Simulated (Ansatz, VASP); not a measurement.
# Two plane-wave programs on W

```xyz
1
Lattice="-1.5750 1.5750 1.5750 1.5750 -1.5750 1.5750 1.5750 1.5750 -1.5750" Properties=species:S:1:pos:R:3 pbc="T T T"
W     0.0000    0.0000    0.0000
```

Alike in both runs: task relaxation of cell and atoms; functional LDA; k mesh 18 × 18 × 18; occupations gaussian, width 0.1 eV; no spin polarisation.

```csv
,VASP,Ansatz
version,VASP 6.6.1,Ansatz 0.2.0
potentials or method,"VASP PAW LDA potentials, release 64 (W_sv), cutoff 500 eV","scalar-relativistic, plane waves, PAW"
valence electrons in the cell,14,14
```

```tsv
	VASP	Ansatz	Ansatz less VASP
gap on the k mesh at the Fermi level, each at its own relaxed structure (eV)	none	none	-
relaxed volume (Å³/atom)	15.51	15.42	-0.084
relaxed length of the cell vector where the two differ most in proportion (Å)	2.721	2.716	-0.0049
```

Ansatz warns that its potentials were made for another functional, while VASP's fit it. LDA's correlation is that of Perdew and Zunger in VASP and of Perdew and Wang (1992) in Ansatz. A gap of «none» marks a metal or a gap that the smearing closes.

Spin-orbit coupling is off throughout.
